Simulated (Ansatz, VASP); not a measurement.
## Lu: VASP beside Ansatz

```
Lu
1.0
     0.00000    2.34207    2.34207
     2.34207    0.00000    2.34207
     2.34207    2.34207    0.00000
Lu
1
Direct
  0.00000 0.00000 0.00000
```

Alike in both runs: task single point; functional r2SCAN; k mesh 13 × 13 × 13; occupations fermi-dirac, width 0.1 eV; no spin polarisation.

```csv
,VASP,Ansatz
version,VASP 6.6.1,Ansatz 0.2.0
potentials or method,"VASP PAW PBE potentials, release 64 (Lu), cutoff 660 eV","plane waves (500 eV) with PAW, scalar-relativistic"
valence electrons in the cell,25,25
```

```csv
,VASP,Ansatz,Ansatz less VASP
pressure (GPa),6.8,6.3,-0.52
```

VASP's potentials were made for PBE, not for r2SCAN. The functional is the same, so the differences come from potentials, cutoffs and numerics.

Neither program's run includes spin-orbit coupling.
